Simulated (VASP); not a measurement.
Write the native input for VASP 6.6.1 that does the following.

```yaml
Task: single point
Functional: PBEsol
Dispersion: D3(BJ)
Potentials_or_basis: VASP PAW PBE potentials, release 64 (W_sv, C_h)
Cutoff: 1300 eV
k_mesh: 11 × 11 × 11
Occupations: gaussian, width 0.1 eV
Spin: no spin polarisation
Dipole_correction: no
Further_INCAR_settings: ALGO = Normal; EDIFF = 1e-06; NBANDS = 16
```

The structure of WC lies in POSCAR:

```
WC
1.0
    0.0000000000      2.1597181537      2.1597181537
    2.1597181537      0.0000000000      2.1597181537
    2.1597181537      2.1597181537      0.0000000000
W C
1 1
Direct
    0.0000000000      0.0000000000      0.0000000000
    0.5000000000      0.5000000000      0.5000000000
```

The input as run:

INCAR

```
PREC = Accurate
ENCUT = 1300
EDIFF = 1E-6
ISMEAR = 0
SIGMA = 0.1
LREAL = False
LASPH = True
NELM = 120
ALGO = Normal
ISIF = 2
LWAVE = False
LCHARG = False
GGA = PS
IVDW = 12
NBANDS = 16
GGA_COMPAT = False
```

KPOINTS

```
Automatic mesh
0
Gamma
  11 11 11
```

Potentials or basis: VASP PAW PBE potentials, release 64 (W_sv, C_h).

Command:

```sh
$ cat potpaw_PBE.64/W_sv/POTCAR potpaw_PBE.64/C_h/POTCAR > POTCAR
$ mpirun -np 1 vasp_std > vasp.out
```

Results of the run:

* Pressure: 1.1 GPa
* Band gap on the k mesh: zero (bands 9 and 10 overlap by 3.29 eV)
* Dispersion energy per atom: -0.463 eV

Caveat: the PAW data sets were made with another functional, which shifts forces and pressure a little; spin-orbit coupling is left out, which moves the levels of the heavy elements.

Run time: 110 s on 1 thread of AMD EPYC 7571, with other jobs on the host, peak memory 0.24 GiB.
